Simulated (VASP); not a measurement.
# Se (C2/c) in VASP: single point with RPBE

Aim: the single point of Se with RPBE.

Program: VASP 6.6.1. These are calculated values, not measurements. Logs are shortened: lines on timing, memory, paths and dates and some standing lists are left out, and cuts for length are marked.

## Step 1: The cell of the first run

It takes space group C2/c (No. 15, monoclinic). The conventional cell has a = 2.878 Å, b = 11.909 Å, c = 4.634 Å, α = 90.00°, β = 90.58°, γ = 90.00°. Se (site symmetry 2) has 4 Se at 2.55 to 2.88 Å within 3.4 Å.

## Step 2: Single point, RPBE

Input file INCAR:

```
PREC = Accurate ; ENCUT = 520
EDIFF = 1E-7 ; ISMEAR = -1
SIGMA = 0.1 ; LREAL = F
LASPH = T ; NELM = 60
ALGO = Normal ; ISIF = 2
LWAVE = F ; LCHARG = F
GGA = RP ; ISYM = 0
NBANDS = 13
```

Input file KPOINTS:

```
Automatic mesh
0
Gamma
  12 12 8
```

Input file POSCAR:

```
Se
1.0
   -4.3885480421      4.0325857893      1.4167441642
    4.0325857893     -4.3885480421      1.4167441642
    3.5880382323      3.5880382323     -2.0686896823
Se
2
Direct
    0.0804441957      0.9195558043      1.0000000000
    0.6695558043      0.3304441957      0.5000000000
```

Potentials or basis: VASP PAW PBE potentials, release 64 (Se).

Run with:

```console
$ cat potpaw_PBE.64/Se/POTCAR > POTCAR
$ mpirun -np 1 vasp_std > vasp.out
```

OUTCAR:

```text
PREC = Accurate
   ENCUT = 520
   EDIFF = 1E-7
   ISMEAR = -1
   LREAL = F
   LASPH = T
   NELM = 60
   ISIF = 2
   GGA = RP
   ISYM = 0

 ion  position               nearest neighbor table
   1  0.080  0.920  0.000-   2 2.55   2 2.55
   2  0.670  0.330  0.500-   1 2.55   1 2.55

IMPORTANT INFORMATION: All symmetrisations will be switched off!
NOSYMM: (Re-)initialisation of all symmetry stuff for point group C_1.

----------------------------------------------------------------------------------------

                                     Primitive cell

  volume of cell :      79.4137

  direct lattice vectors                    reciprocal lattice vectors
    -4.388548042  4.032585789  1.416744164     0.050308832  0.169057687  0.380480198
     4.032585789 -4.388548042  1.416744164     0.169057687  0.050308832  0.380480198
     3.588038232  3.588038232 -2.068689682     0.150233377  0.150233377  0.037746696

  length of vectors
     6.126031839  6.126031839  5.479736646     0.419376515  0.419376515  0.215789129

  position of ions in fractional coordinates (direct lattice)
     0.080444196  0.919555804  1.000000000
     0.669555804  0.330444196  0.500000000

  ion indices of the primitive-cell ions
   primitive index   ion index
                 1           1
                 2           2

----------------------------------------------------------------------------------------

 KPOINTS: Automatic mesh

Automatic generation of k-mesh.
 Grid dimensions read from file:
 generate k-points for:   12   12    8

 Generating k-lattice:

  Cartesian coordinates                     Fractional coordinates (reciprocal lattice)
     0.004192403  0.014088141  0.031706683     0.083333333  0.000000000 -0.000000000
     0.014088141  0.004192403  0.031706683     0.000000000  0.083333333 -0.000000000
     0.018779172  0.018779172  0.004718337    -0.000000000 -0.000000000  0.125000000

  Length of vectors
     0.034948043  0.034948043  0.026973641

  Shift w.r.t. Gamma in fractional coordinates (k-lattice)
     0.000000000  0.000000000  0.000000000

 Subroutine IBZKPT returns following result:
 ===========================================

 Found    580 irreducible k-points:

 Following reciprocal coordinates:
            Coordinates               Weight
  0.000000  0.000000  0.000000      1.000000
  0.083333 -0.000000  0.000000      2.000000
  0.000000 -0.083333 -0.000000      2.000000
  0.166667  0.000000  0.000000      2.000000
 -0.000000 -0.166667  0.000000      2.000000
[... 48 lines left out ...]
   PSTRESS=    0.0 pullay stress
   NELECT =      12.0000    total number of electrons
   NUPDOWN=      -1.0000    fix difference up-down
   EMIN   =  10.00;   EMAX   =-10.00  energy-range for DOS
   EFERMI =   0.00;   METHOD = LEGACY
   ISMEAR =    -1;   SIGMA  =   0.10  broadening in eV -4-tet -1-fermi 0-gaus
   EFERMI_NEDOS =   21; number of points for ismear=-14 and -15
   IALGO  =     38    algorithm
   IMIX   =      4    mixing-type and parameters
     AMIX     =   0.40;   BMIX     =  1.00
     AMIX_MAG =   1.60;   BMIX_MAG =  1.00
  volume/ion in A,a.u.               =      39.71       267.96
  Fermi-wavevector in a.u.,A,eV,Ry     =   0.871974  1.647791 10.345028  0.760338
  Thomas-Fermi vector in A             =   1.991157
   LORBIT       =      0    0 simple, 1 ext, 2 COOP (PROOUT), +10 PAW based schemes
   GGA     = RP    functional components
   LHFCALC =     F    Hartree Fock is set to
   AEXX    =    0.0000 exact exchange contribution
   IVDW    =     0    specifies the selected vdW correction
   LEPSILON=     F    determine dielectric tensor
   LRPA    =     F    only Hartree local field effects (RPA)
 non-spin polarized calculation
  energy-cutoff  :      520.00
  volume of cell :       79.41
 maximum number of plane-waves:      2157
 NGX is ok and might be reduce to    48
   NGX = 23   NGY = 23   NGZ = 21

 number of electron      12.0000001 magnetization

 Free energy of the ion-electron system (eV)
  ---------------------------------------------------
  ext. energy  EPLUGINS =         0.00000000
  ---------------------------------------------------
  free energy    TOTEN  =        -6.12929212 eV

  energy without entropy =       -6.10389603  energy(sigma->0) =       -6.11659408

 E-fermi :   0.4313     XC(G=0):  -6.6985

 val. band max:        0.3731834788   @ k =   0.2500   0.2500   0.2500
 cond. band min:       0.4849674726   @ k =  -0.0833   0.1667   0.5000
 fundamental gap:      0.1117839937
 Fermi energy:         0.4313191536

 k-point     1 :       0.0000    0.0000    0.0000
  band No.  band energies     occupation
      1     -14.9674      2.00000
      2     -11.3050      2.00000
      3      -5.6170      2.00000
      4      -2.4963      2.00000
      5      -1.6491      2.00000
      6       1.9008      0.00000
      7       2.1974      0.00000
      8       4.3681      0.00000
      9       4.5747      0.00000
     10       8.5024      0.00000
     11       8.8308      0.00000
     12       9.6815      0.00000
     13      12.1934      0.00000
[... 354 lines left out ...]
  band No.  band energies     occupation
      1     -12.3435      2.00000
      2     -11.4875      2.00000
      3      -4.3898      2.00000
      4      -3.6163      2.00000
      5      -2.7410      2.00000
      6      -1.8386      2.00000
      7       1.8802      0.00000
      8       3.2887      0.00000
      9       6.0527      0.00000
     10       6.9236      0.00000
     11       8.7007      0.00000
     12       8.9498      0.00000
     13      10.3470      0.00000

 [... further k-points ...]

------------------------ aborting loop because EDIFF is reached ----------------------------------------

  FORCE on cell =-STRESS in cart. coord.  units (eV):
  Direction    XX          YY          ZZ          XY          YZ          ZX
  --------------------------------------------------------------------------------------
  -------------------------------------------------------------------------------------
  Total        0.0118935      0.0118935     -0.0070458     -0.0026713      0.0012969      0.0012969
  in kB        0.2399527      0.2399516     -0.1421491     -0.0538938      0.0261646      0.0261644
  external PRESSURE =       0.1125851 kB  Pullay stress =       0.0000000 kB

 VOLUME and BASIS-vectors are now :
 -----------------------------------------------------------------------------
  energy-cutoff  :      520.00
  volume of cell :       79.41
      direct lattice vectors                 reciprocal lattice vectors
    -4.388548042  4.032585789  1.416744164     0.050308832  0.169057687  0.380480198
     4.032585789 -4.388548042  1.416744164     0.169057687  0.050308832  0.380480198
     3.588038232  3.588038232 -2.068689682     0.150233377  0.150233377  0.037746696

 POSITION                                       TOTAL-FORCE (eV/Angst)
 -----------------------------------------------------------------------------------
      3.35515     -3.71112      1.41674         0.000255     -0.000255      0.000000
      0.18819      3.04389      0.38240        -0.000255      0.000255     -0.000000
 -----------------------------------------------------------------------------------
    total drift:                                0.000001     -0.000001      0.000000

  FREE ENERGIE OF THE ION-ELECTRON SYSTEM (eV)
  ---------------------------------------------------
  free  energy   TOTEN  =        -6.1292921249 eV

  energy  without entropy=       -6.1038960313  energy(sigma->0) =       -6.11659408
```

stdout:

```text
POSCAR found type information on POSCAR Se
 POSCAR found :  1 types and       2 ions
 scaLAPACK will be used
 -----------------------------------------------------------------------------
|                                                                             |
|                                                                             |
|     You enforced a specific xc type in the INCAR file but a different       |
|     I HOPE YOU KNOW WHAT YOU ARE DOING!                                     |
|                                                                             |
 -----------------------------------------------------------------------------

 LDA part: xc-table for (Slater+PW92), standard interpolation
 POSCAR, INCAR and KPOINTS ok, starting setup
 FFT: planning ... GRIDC
 FFT: planning ... GRID_SOFT
 FFT: planning ... GRID
 WAVECAR not read
 entering main loop
```

Run time: 10 min. Hardware: 1 thread of Intel Xeon Platinum 8488C (Sapphire Rapids), shared host; peak memory 0.66 GiB.

Results:

* Free energy: -6.1293 eV
* Pressure: 0.0 GPa
* Band gap on the k mesh: zero (bands 6 and 7 overlap by 3.01 eV)

Caveat: the PAW data sets were made with another functional, which shifts forces and pressure a little.

The gap in the log of VASP goes by the Fermi energy; the results here count the filled bands.